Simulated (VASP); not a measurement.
Set up this calculation in VASP 6.6.1, as the native input.

```
Task                   : single point
Functional             : PBE
Potentials or basis    : VASP PAW PBE potentials, release 64 (Hf_pv)
Cutoff                 : 520 eV
k mesh                 : 16 × 16 × 15
Occupations            : fermi-dirac, width 0.05 eV
Spin                   : no spin polarisation
Dipole correction      : no
Further INCAR settings : ALGO = Normal; EDIFF = 1e-07; NBANDS = 11
```

The structure of Hf lies in POSCAR:

```
Hf
1.0
    2.6472499179      0.0000000000      0.0000000000
   -1.3236249589      2.2925856791      0.0000000000
    0.0000000000      0.0000000000      2.5757573188
Hf
1
Direct
    0.0000000000      0.0000000000      0.0000000000
```

These files were run (other wordings do the same):

INCAR

```
SYSTEM = Hf
PREC = Accurate ; ENCUT = 520
EDIFF = 1E-7 ; ISMEAR = -1
SIGMA = 0.05 ; LREAL = .False.
LASPH = .True. ; NELM = 60
ALGO = Normal ; ISIF = 2
LWAVE = .False. ; LCHARG = .False.
GGA = PE ; NBANDS = 11
```

KPOINTS

```
Automatic mesh
0
Gamma
  16 16 15
  0 0 0
```

Potentials or basis: VASP PAW PBE potentials, release 64 (Hf_pv).

Command:

```sh
$ cat potpaw_PBE.64/Hf_pv/POTCAR > POTCAR
$ mpirun -np 1 vasp_std > vasp.out
```

It gave:

```yaml
Pressure: 72.5 GPa
Band_gap_on_the_k_mesh: zero (band 5 reaches 8.13 eV, above the bottom of band 6 at 6.79 eV)
```

Caveat: spin-orbit coupling is left out, which moves the levels of the heavy elements.

It took 33 s on 1 thread of Intel Xeon 6975P-C, with other jobs on the host, peak memory 0.16 GiB.
